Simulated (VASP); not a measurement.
# Ru (Im-3m) in VASP: further runs

The runs below take Ru through single point, with PBE.

Program: VASP 6.6.1. These are calculated values, not measurements. Logs are shortened: lines on timing, memory, paths and dates and some standing lists are left out, and cuts for length are marked.

**1. The cell of the first run**

It takes space group Im-3m (No. 229, cubic). The conventional cell has a = 2.937 Å, b = 2.937 Å, c = 2.937 Å, α = 90.00°, β = 90.00°, γ = 90.00°. Within 3.4 Å of Ru (site symmetry m-3m) lie 14 Ru at 2.54 to 2.94 Å.

**2. Single point, PBE (volume scaled by 0.888, to set the pressure)**

INCAR

```
PREC = Accurate ; ENCUT = 500
EDIFF = 1E-6 ; ISMEAR = -1
SIGMA = 0.1 ; LREAL = F
LASPH = T ; NELM = 120
ALGO = Normal ; ISIF = 2
LWAVE = F ; LCHARG = F
GGA = PE ; NBANDS = 13
GGA_COMPAT = F
```

KPOINTS

```
Automatic mesh
0
Gamma
  19 19 19
```

POSCAR

```
Ru
1.0
   -1.4682757987      1.4682757987      1.4682757987
    1.4682757987     -1.4682757987      1.4682757987
    1.4682757987      1.4682757987     -1.4682757987
Ru
1
Direct
    0.0000000000      0.0000000000      0.0000000000
```

Potentials or basis: VASP PAW PBE potentials, release 64 (Ru_pv).

Launch:

```
$ cat potpaw_PBE.64/Ru_pv/POTCAR > POTCAR
$ mpirun -np 1 vasp_std > vasp.out
```

OUTCAR:

```text
PREC = Accurate
   ENCUT = 500
   EDIFF = 1E-6
   ISMEAR = -1
   LREAL = F
   LASPH = T
   NELM = 120
   ISIF = 2
   GGA = PE

 ion  position               nearest neighbor table
   1  0.000  0.000  0.000-

  LATTYP: Found a body centered cubic cell.
 ALAT       =     2.9365515974

  Lattice vectors:

 A1 = (  -1.4682757987,   1.4682757987,   1.4682757987)
 A2 = (   1.4682757987,  -1.4682757987,   1.4682757987)
 A3 = (   1.4682757987,   1.4682757987,  -1.4682757987)

Analysis of symmetry for initial positions (statically):
=====================================================================
 Subroutine PRICEL returns:
 Original cell was already a primitive cell.

 Routine SETGRP: Setting up the symmetry group for a
 body centered cubic supercell.

 Subroutine GETGRP returns: Found 48 space group operations
 (whereof 48 operations were pure point group operations)
 out of a pool of 48 trial point group operations.

The static configuration has the point symmetry O_h .

Analysis of symmetry for dynamics (positions and initial velocities):
=====================================================================
 Subroutine PRICEL returns:
 Original cell was already a primitive cell.

 Routine SETGRP: Setting up the symmetry group for a
 body centered cubic supercell.

 Subroutine GETGRP returns: Found 48 space group operations
 (whereof 48 operations were pure point group operations)
 out of a pool of 48 trial point group operations.

The dynamic configuration has the point symmetry O_h .

 Subroutine INISYM returns: Found 48 space group operations
 (whereof 48 operations are pure point group operations),
 and found     1 'primitive' translations

----------------------------------------------------------------------------------------

                                     Primitive cell

  volume of cell :      12.6614

  direct lattice vectors                    reciprocal lattice vectors
    -1.468275799  1.468275799  1.468275799     0.000000000  0.340535477  0.340535477
     1.468275799 -1.468275799  1.468275799     0.340535477  0.000000000  0.340535477
     1.468275799  1.468275799 -1.468275799     0.340535477  0.340535477  0.000000000

  length of vectors
     2.543128283  2.543128283  2.543128283     0.481589891  0.481589891  0.481589891

  position of ions in fractional coordinates (direct lattice)
     0.000000000  0.000000000  0.000000000

  ion indices of the primitive-cell ions
   primitive index   ion index
                 1           1

----------------------------------------------------------------------------------------

 KPOINTS: Automatic mesh

Automatic generation of k-mesh.
 Grid dimensions read from file:
 generate k-points for:   19   19   19

 Generating k-lattice:

  Cartesian coordinates                     Fractional coordinates (reciprocal lattice)
     0.000000000  0.017922920  0.017922920     0.052631579  0.000000000  0.000000000
     0.017922920  0.000000000  0.017922920     0.000000000  0.052631579  0.000000000
     0.017922920  0.017922920  0.000000000     0.000000000  0.000000000  0.052631579

  Length of vectors
     0.025346836  0.025346836  0.025346836

  Shift w.r.t. Gamma in fractional coordinates (k-lattice)
     0.000000000  0.000000000  0.000000000

 Subroutine IBZKPT returns following result:
 ===========================================

 Found    220 irreducible k-points:

 Following reciprocal coordinates:
            Coordinates               Weight
  0.000000  0.000000  0.000000      1.000000
  0.052632  0.000000  0.000000     12.000000
  0.105263  0.000000  0.000000     12.000000
  0.157895  0.000000  0.000000     12.000000
  0.210526  0.000000  0.000000     12.000000
  0.263158  0.000000  0.000000     12.000000
[... 16 lines left out ...]
  0.263158  0.105263  0.000000     48.000000
  0.315789  0.105263 -0.000000     48.000000
 [... further k-points ...]
   k-points           NKPTS =    220   k-points in BZ     NKDIM =    220   number of bands    NBANDS=     13
   number of dos      NEDOS =    301   number of ions     NIONS =      1
   total plane-waves  NPLWV =   8000
   dimension x,y,z NGX =    20 NGY =   20 NGZ =   20
   dimension x,y,z NGXF=    40 NGYF=   40 NGZF=   40
   ions per type =               1
   NGX,Y,Z   is equivalent  to a cutoff of  13.07, 13.07, 13.07 a.u.
   NGXF,Y,Z  is equivalent  to a cutoff of  26.15, 26.15, 26.15 a.u.
 SYSTEM =  unknown system
   PREC   = accura    normal or accurate (medium, high low for compatibility)
   ISTART =      0    job   : 0-new  1-cont  2-samecut
   ICHARG =      2    charge: 1-file 2-atom 10-const
   ISPIN  =      1    spin polarized calculation?
   LNONCOLLINEAR =      F non collinear calculations
   LSORBIT =      F    spin-orbit coupling
   LASPH  =      T    aspherical Exc in radial PAW
   ENCUT  =  500.0 eV  36.75 Ry    6.06 a.u.   4.64  4.64  4.64*2*pi/ulx,y,z
   NELM   =    120;   NELMIN=  2; NELMDL= -5     # of ELM steps
   EDIFF  = 0.1E-05   stopping-criterion for ELM
   LREAL  =      F    real-space projection
   EDIFFG = 0.1E-04   stopping-criterion for IOM
   NSW    =      0    number of steps for IOM
   IBRION =     -1    ionic relax: 0-MD 1-quasi-New 2-CG
   NFREE  =      0    steps in history (QN), initial steepest desc. (CG)
   ISIF   =      2    stress and relaxation
   ISYM   =      2    0-nonsym 1-usesym 2-fastsym
   POTIM  = 0.5000    time-step for ionic-motion
   TEBEG  =    0.0;   TEEND  =   0.0 temperature during run
   PSTRESS=    0.0 pullay stress
   NELECT =      14.0000    total number of electrons
   NUPDOWN=      -1.0000    fix difference up-down
   EMIN   =  10.00;   EMAX   =-10.00  energy-range for DOS
   EFERMI =   0.00;   METHOD = LEGACY
   ISMEAR =    -1;   SIGMA  =   0.10  broadening in eV -4-tet -1-fermi 0-gaus
   EFERMI_NEDOS =   21; number of points for ismear=-14 and -15
   IALGO  =     38    algorithm
   IMIX   =      4    mixing-type and parameters
     AMIX     =   0.40;   BMIX     =  1.00
     AMIX_MAG =   1.60;   BMIX_MAG =  1.00
  volume/ion in A,a.u.               =      12.66        85.44
  Fermi-wavevector in a.u.,A,eV,Ry     =   1.692868  3.199057 38.991624  2.865804
  Thomas-Fermi vector in A             =   2.774377
   LORBIT       =      0    0 simple, 1 ext, 2 COOP (PROOUT), +10 PAW based schemes
   GGA     = PE    functional components
   LHFCALC =     F    Hartree Fock is set to
   AEXX    =    0.0000 exact exchange contribution
   IVDW    =     0    specifies the selected vdW correction
   LEPSILON=     F    determine dielectric tensor
   LRPA    =     F    only Hartree local field effects (RPA)
 non-spin polarized calculation
  energy-cutoff  :      500.00
  volume of cell :       12.66
 maximum number of plane-waves:       335
   NGX =  9   NGY =  9   NGZ =  9

 number of electron      14.0000006 magnetization

 Free energy of the ion-electron system (eV)
  ---------------------------------------------------
  ext. energy  EPLUGINS =         0.00000000
  ---------------------------------------------------
  free energy    TOTEN  =        -8.44545004 eV

  energy without entropy =       -8.39007832  energy(sigma->0) =       -8.41776418

 E-fermi :  14.3499     XC(G=0): -14.5455

 val. band max:       14.3442459105   @ k =   0.1579   0.0526  -0.0000
 cond. band min:      14.3549160139   @ k =   0.4211   0.0526  -0.0000
 fundamental gap:      0.0106701035
 Fermi energy:        14.3498879705

 k-point     1 :       0.0000    0.0000    0.0000
  band No.  band energies     occupation
      1     -28.2598      2.00000
      2     -28.2598      2.00000
      3     -28.2598      2.00000
      4       5.7545      2.00000
      5      11.1059      2.00000
      6      11.1059      2.00000
      7      11.1059      2.00000
      8      14.2097      1.60509
      9      14.2097      1.60509
     10      24.7579      0.00000
     11      31.5338      0.00000
     12      31.5338      0.00000
     13      31.5338      0.00000

 k-point     2 :       0.0526    0.0000    0.0000
  band No.  band energies     occupation
      1     -28.2990      2.00000
      2     -28.2721      2.00000
      3     -28.2600      2.00000
      4       5.8902      2.00000
      5      11.0394      2.00000
      6      11.1014      2.00000
      7      11.2262      2.00000
      8      14.1168      1.82284
      9      14.2130      1.59425
     10      24.7580      0.00000
     11      31.6198      0.00000
     12      31.7310      0.00000
     13      31.7506      0.00000

 k-point     3 :       0.1053    0.0000    0.0000
  band No.  band energies     occupation
      1     -28.4116      2.00000
      2     -28.3074      2.00000
      3     -28.2606      2.00000
      4       6.2780      2.00000
      5      10.8517      2.00000
      6      11.0789      2.00000
      7      11.5818      2.00000
      8      13.8985      1.97833
      9      14.2261      1.55026
     10      24.7579      0.00000
     11      31.8173      0.00000
     12      32.2060      0.00000
     13      32.3859      0.00000
[... 305 lines left out ...]
 k-point    23 :       0.2632    0.1053    0.0000
  band No.  band energies     occupation
      1     -29.2362      2.00000
      2     -28.5903      2.00000
      3     -28.3174      2.00000
      4       8.1799      2.00000
      5       9.6876      2.00000
      6      11.5050      2.00000
      7      13.6637      1.99791
      8      14.7334      0.04229
      9      15.7486      0.00000
     10      24.7576      0.00000
     11      29.8016      0.00000
     12      30.5059      0.00000
     13      36.0712      0.00000

 k-point    24 :       0.3158    0.1053   -0.0000
  band No.  band energies     occupation
      1     -29.3917      2.00000
      2     -28.6616      2.00000
      3     -28.3201      2.00000
      4       7.9907      2.00000
      5       9.4565      2.00000
      6      12.3334      2.00000
      7      13.9352      1.96885
      8      14.9168      0.00688
      9      16.9182      0.00000
     10      24.7572      0.00000
     11      28.2567      0.00000
     12      29.5485      0.00000
     13      34.7893      0.00000

 [... further k-points ...]

------------------------ aborting loop because EDIFF is reached ----------------------------------------

  FORCE on cell =-STRESS in cart. coord.  units (eV):
  Direction    XX          YY          ZZ          XY          YZ          ZX
  --------------------------------------------------------------------------------------
  -------------------------------------------------------------------------------------
  Total        3.4677442      3.4677442      3.4677442      0.0000000     -0.0000000     -0.0000000
  in kB      438.8081921    438.8081921    438.8081921      0.0000000     -0.0000000     -0.0000000
  external PRESSURE =     438.8081921 kB  Pullay stress =       0.0000000 kB

 VOLUME and BASIS-vectors are now :
 -----------------------------------------------------------------------------
  energy-cutoff  :      500.00
  volume of cell :       12.66
      direct lattice vectors                 reciprocal lattice vectors
    -1.468275799  1.468275799  1.468275799     0.000000000  0.340535477  0.340535477
     1.468275799 -1.468275799  1.468275799     0.340535477  0.000000000  0.340535477
     1.468275799  1.468275799 -1.468275799     0.340535477  0.340535477  0.000000000

 POSITION                                       TOTAL-FORCE (eV/Angst)
 -----------------------------------------------------------------------------------
      0.00000      0.00000      0.00000        -0.000000      0.000000     -0.000000
 -----------------------------------------------------------------------------------
    total drift:                                0.000000     -0.000000      0.000000

  FREE ENERGIE OF THE ION-ELECTRON SYSTEM (eV)
  ---------------------------------------------------
  free  energy   TOTEN  =        -8.4454500391 eV

  energy  without entropy=       -8.3900783178  energy(sigma->0) =       -8.41776418
```

Run time: 43 s. Hardware: 1 thread of Intel Xeon 8259CL, shared host; peak memory 0.15 GiB.

What came out:

| Item | Value |
| --- | --- |
| Free energy | -8.4455 eV |
| Pressure | 43.9 GPa |
| Band gap on the k mesh | zero (band 7 reaches 16.33 eV, above the bottom of band 8 at 12.09 eV) |

Levels at points of the mesh, in eV from the Fermi level:
```csv
k point,band 5,band 6,band 7,band 8,band 9,band 10
"(0.00, 0.00, 0.00)",-3.24,-3.24,-3.24,-0.14,-0.14,10.41
```

Caveat: the cell differs from its parent crystal (volume scaled by 0.888, to set the pressure).

**3. Single point, PBE**

INCAR

```
SYSTEM = Ru
PREC     = Accurate       ! precision mode
ENCUT    = 500            ! plane-wave cutoff, eV
EDIFF    = 1E-6           ! SCF threshold, eV
ISMEAR   = -1             ! smearing method
SIGMA    = 0.1            ! smearing width, eV
LREAL    = .False.        ! projectors in reciprocal space
LASPH    = .True.         ! aspherical terms in the spheres
NELM     = 120            ! most SCF steps
ALGO     = Normal         ! electronic algorithm
ISIF     = 2              ! what is computed and relaxed
LWAVE    = .False.        ! write WAVECAR
LCHARG   = .False.        ! write CHGCAR
GGA      = PE             ! functional
NBANDS   = 13             ! bands
GGA_COMPAT= .False.
```

KPOINTS

```
Automatic mesh
0
Gamma
  19 19 19
  0 0 0
```

POSCAR

```
Ru
1.0
   -1.4680362870      1.4680362870      1.4680362870
    1.4680362870     -1.4680362870      1.4680362870
    1.4680362870      1.4680362870     -1.4680362870
Ru
1
Direct
    0.0000000000      0.0000000000      0.0000000000
```

Potentials or basis: VASP PAW PBE potentials, release 64 (Ru_pv).

Launch:

```
$ cat potpaw_PBE.64/Ru_pv/POTCAR > POTCAR
$ mpirun -np 1 vasp_std > vasp.out
```

Wall time 44 s (1 thread of Intel Xeon 8259CL, shared host); peak memory 0.15 GiB.

Results (log left out):

| Property | Result |
| --- | --- |
| Free energy | -8.4437 eV |
| Pressure | 44.1 GPa |
| Band gap on the k mesh | zero (band 7 reaches 16.34 eV, above the bottom of band 8 at 12.10 eV) |

Levels at points of the mesh, in eV from the Fermi level:
| k point | band 5 | band 6 | band 7 | band 8 | band 9 | band 10 |
| --- | --- | --- | --- | --- | --- | --- |
| (0.00, 0.00, 0.00) | -3.25 | -3.25 | -3.25 | -0.14 | -0.14 | 10.41 |

**4. Single point, PBE**

INCAR

```
ALGO = Normal
EDIFF = 1E-6
ENCUT = 500
GGA = PE
GGA_COMPAT = False
ISIF = 2
ISMEAR = -1
LASPH = True
LCHARG = True
LELF = True
LREAL = False
LVHAR = True
LWAVE = False
NBANDS = 13
NELM = 120
PREC = Accurate
SIGMA = 0.1
```

KPOINTS

```
k-points
0
Gamma
  19 19 19
```

POSCAR

```
Ru
1.0
   -1.4678990569      1.4678990569      1.4678990569
    1.4678990569     -1.4678990569      1.4678990569
    1.4678990569      1.4678990569     -1.4678990569
Ru
1
Direct
    0.0000000000      0.0000000000      0.0000000000
```

Launch:

```
$ cat potpaw_PBE.64/Ru_pv/POTCAR > POTCAR
$ mpirun -np 1 vasp_std > vasp.out
```

Run time: 42 s. Hardware: 1 thread of Intel Xeon 8259CL, shared host; peak memory 0.15 GiB.

The run converged. Its results:

```yaml
Free_energy: -8.4428 eV
Pressure: 44.2 GPa
Band_gap_on_the_k_mesh: zero (band 7 reaches 16.35 eV, above the bottom of band 8 at 12.10 eV)
```

Levels at points of the mesh, in eV from the Fermi level:
| k point | band 3 | band 4 | band 5 | band 6 | band 7 | band 8 | band 9 | band 10 | band 11 | band 12 |
| --- | --- | --- | --- | --- | --- | --- | --- | --- | --- | --- |
| (0.00, 0.00, 0.00) | -42.61 | -8.60 | -3.25 | -3.25 | -3.25 | -0.14 | -0.14 | 10.41 | 17.18 | 17.18 |

**5. Single point, PBE**

This run uses another cell than the first one, of 14.26 Å³/atom, 1.126 times its volume.

INCAR

```
PREC = Accurate
ENCUT = 500
EDIFF = 1E-6
ISMEAR = -1
SIGMA = 0.1
LREAL = False
LASPH = True
NELM = 120
ALGO = Normal
ISIF = 2
LWAVE = False
LCHARG = False
GGA = PE
NBANDS = 13
GGA_COMPAT = False
```

KPOINTS

```
regular mesh
0
Gamma
  19 19 19
```

POSCAR

```
Ru
1.0
   -1.5275777307      1.5275777307      1.5275777307
    1.5275777307     -1.5275777307      1.5275777307
    1.5275777307      1.5275777307     -1.5275777307
Ru
1
Direct
    0.0000000000      0.0000000000      0.0000000000
```

Launch:

```
$ cat potpaw_PBE.64/Ru_pv/POTCAR > POTCAR
$ mpirun -np 1 vasp_std > vasp.out
```

Wall time 42 s (1 thread of Intel Xeon 8259CL, shared host); peak memory 0.15 GiB.

The run converged. Its results:

```yaml
Free_energy: -8.6407 eV
Pressure: -0.1 GPa
Band_gap_on_the_k_mesh: zero (band 7 reaches 13.78 eV, above the bottom of band 8 at 10.30 eV)
```

Levels at points of the mesh, in eV from the Fermi level:
| k point | band 5 | band 6 | band 7 | band 8 | band 9 | band 10 |
| --- | --- | --- | --- | --- | --- | --- |
| (0.00, 0.00, 0.00) | -2.73 | -2.73 | -2.73 | -0.09 | -0.09 | 10.57 |

**6. Summary**

```tsv
cell	gap on the mesh (eV)	pressure (GPa)
a = 2.543 Å, angles 109.5°, 1 atom	none	44.1
a = 2.542 Å, angles 109.5°, 1 atom	none	44.2
a = 2.646 Å, angles 109.5°, 1 atom	none	-0.1
```

Alike in all rows: task single point; level PBE; potentials or basis VASP PAW PBE potentials, release 64 (Ru_pv); no spin polarisation; k mesh 19 × 19 × 19; cutoff (eV) 500; smearing fermi-dirac 0.1 eV.

Total energies depend on the potentials used, so only differences within one code and one set of settings carry meaning.
